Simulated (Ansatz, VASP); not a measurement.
**Ti in VASP and in Ansatz**

The input INCAR:

```
  ALGO = Normal
  EDIFF = 1E-7
  ENCUT = 520
  GGA = CA
  ISIF = 2
  ISMEAR = -1
  LASPH = True
  LCHARG = True
  LELF = True
  LREAL = False
  LVHAR = True
  LWAVE = False
  NBANDS = 19
  NELM = 100
  PREC = Accurate
  SIGMA = 0.1
```

File KPOINTS:

```
k-points
0
Gamma
  11 11 11
```

POSCAR

```
Ti
1.0
    0.0000000000      2.6442084183      2.6442084183
    2.6442084183      0.0000000000      2.6442084183
    2.6442084183      2.6442084183      0.0000000000
Ti
2
Direct
    0.1250000000      0.1250000000      0.1250000000
    0.8750000000      0.8750000000      0.8750000000
```

Input for Ansatz:

```yaml
crystal:
  lattice:
    - [0.0, 2.6442084183, 2.6442084183]
    - [2.6442084183, 0.0, 2.6442084183]
    - [2.6442084183, 2.6442084183, 0.0]
  atoms:
    - { symbol: Ti, position: [0.125, 0.125, 0.125] }
    - { symbol: Ti, position: [0.875, 0.875, 0.875] }
hamiltonian:
  xc: lda
  pseudopotentials:
    kind: paw
    azcp:
      Ti: "pseudopotentials/Ti.paw.azcp"
basis:
  ecutwfc: 420
  fft_grid_basis: typed
kpoints:
  mp_grid: { grid: [11, 11, 11], shift: [0, 0, 0] }
magnetization:
  spin_polarized: false
scf:
  occupations: { method: fermi_dirac, width: 0.1 }
  lower_state_search: "off"
output:
  stress: true
```

Alike in both runs: task single point; functional LDA; k mesh 11 × 11 × 11; occupations fermi-dirac, width 0.1 eV; no spin polarisation.

|  | VASP | Ansatz |
| --- | --- | --- |
| version | VASP 6.6.1 | Ansatz 0.2.0 |
| potentials or method | VASP PAW LDA potentials, release 64 (Ti_sv), cutoff 520 eV | plane waves (420 eV) with PAW, scalar-relativistic |
| valence electrons in the cell | 24 | 24 |

|  | VASP | Ansatz | Ansatz less VASP |
| --- | --- | --- | --- |
| pressure (GPa) | 2.2 | 1.5 | -0.64 |

Ansatz warns that its potentials were made for another functional, while VASP's fit it. LDA's correlation is that of Perdew and Zunger in VASP and of Perdew and Wang (1992) in Ansatz.
